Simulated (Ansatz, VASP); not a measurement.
**One calculation of MgO, two programs**

The input INCAR:

```
SYSTEM = MgO
  PREC = Accurate
  ENCUT = 520
  EDIFF = 1E-6
  ISMEAR = 0
  SIGMA = 0.02
  LREAL = .FALSE.
  LASPH = .TRUE.
  NELM = 60
  ALGO = Normal
  ISIF = 2
  LWAVE = .FALSE.
  LCHARG = .TRUE.
  GGA = CA
  LELF = .TRUE.
  LVHAR = .TRUE.
  NBANDS = 11
```

KPOINTS

```
regular mesh
0
G
  12 12 8
  0 0 0
```

Contents of POSCAR:

```
MgO
1.0
    2.9380210000      0.0293802100      0.0000000000
   -1.4435659900      2.5297109000      0.0000000000
    0.0000000000      0.0000000000      2.6796800000
Mg O
1 1
Direct
    0.0000000000      0.0000000000      0.0000000000
    0.3333333333      0.6666666667      0.5000000000
```

Input for Ansatz:

```yaml
crystal:
  lattice:
    - [2.938021, 0.02938021, 0.0]
    - [-1.44356599, 2.5297109, 0.0]
    - [0.0, 0.0, 2.67968]
  atoms:
    - { symbol: Mg, position: [0.0, 0.0, 0.0] }
    - { symbol: O, position: [0.3333333333333333, 0.6666666666666666, 0.5] }
basis:
  ecutwfc: 510.0
kpoints:
  mp_grid:
    grid: [12, 12, 8]
hamiltonian:
  xc: lda
scf:
  occupations:
    method: gaussian
    width: 0.02
output:
  stress: true
```

Alike in both runs: task single point; functional LDA; k mesh 12 × 12 × 8; occupations gaussian, width 0.02 eV; no spin polarisation.

```csv
,VASP,Ansatz
version,VASP 6.6.1,Ansatz 0.2.0
potentials or method,"VASP PAW LDA potentials, release 64 (Mg, O), cutoff 520 eV","plane waves, PAW"
valence electrons in the cell,8,16
```

```csv
,VASP,Ansatz,Ansatz less VASP
pressure (GPa),-10.9,-9.3,+1.64
"traceless stress, the component that is largest in VASP (GPa)",-2.31,-2.28,+0.032
```

LDA's correlation is that of Perdew and Zunger in VASP and of Perdew and Wang (1992) in Ansatz. VASP's potentials hold 8 valence electrons a cell and Ansatz's 16, so a difference there can come from the potentials and not from the codes.
